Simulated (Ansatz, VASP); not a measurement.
## CoO: VASP beside Ansatz

File INCAR:

```
PREC = Accurate
ENCUT = 520
EDIFF = 1E-6
ISMEAR = -1
SIGMA = 0.05
LREAL = F
LASPH = T
NELM = 150
ALGO = Normal
ISIF = 2
LWAVE = F
LCHARG = F
ISPIN = 2
MAGMOM = 2 0
LORBIT = 11
LMAXMIX = 4
NBANDS = 18
```

The input KPOINTS:

```
regular mesh
0
Gamma
  11 11 11
```

File POSCAR:

```
CoO
1.0
    1.5349960513      0.8862303835      2.4877807593
   -1.5349960513      0.8862303835      2.4877807593
    0.0000000000     -1.7724607669      2.4877807593
Co O
1 1
Direct
    0.0000000000      0.0000000000      0.0000000000
    0.5000000000      0.5000000000      0.5000000000
```

Contents of input.yaml:

```yaml
crystal:
  lattice:
    - [1.5349960513, 0.8862303835, 2.4877807593]
    - [-1.5349960513, 0.8862303835, 2.4877807593]
    - [0.0, -1.7724607669, 2.4877807593]
  atoms:
    - { symbol: Co, position: [0.0, 0.0, 0.0], spin: 2.0 }
    - { symbol: O, position: [0.5, 0.5, 0.5] }
hamiltonian:
  xc: lda
  pseudopotentials: { kind: paw }
magnetization:
  spin_polarized: true
kpoints:
  mp_grid: { grid: [11, 11, 11] }
scf:
  occupations: { method: fermi_dirac, width: 0.05 }
output:
  forces: true
  stress: true
  eigenvalues: true
```

Alike in both runs: task single point; functional LDA; k mesh 11 × 11 × 11; occupations fermi-dirac, width 0.05 eV; collinear spin.

|  | VASP | Ansatz |
| --- | --- | --- |
| version | VASP 6.6.1 | Ansatz 0.2.0 |
| potentials or method | VASP PAW LDA potentials, release 64 (Co, O) | Ansatz PAW |
| plane-wave cutoff (eV) | 520 | 420 |
| valence electrons in the cell | 15 | 23 |

VASP gave:

```
gap on the k mesh at the Fermi level (eV)                     : none
pressure (GPa)                                                : -25.8
net moment per atom (μB)                                      : 1.45
size of the moment on the site where the two differ most (μB) : 0.32
```

Which values does Ansatz return?

gap on the k mesh at the Fermi level (eV): none; pressure (GPa): -24.7; net moment per atom (μB): 1.49; size of the moment on the site where the two differ most (μB): 0.36.

LDA's correlation is that of Perdew and Zunger in VASP and of Perdew and Wang (1992) in Ansatz. Site moments also hang on the region over which each program counts them. A gap of «none» marks a metal or a gap that the smearing closes. VASP's potentials hold 15 valence electrons a cell and Ansatz's 23, so a difference there can come from the potentials and not from the codes.
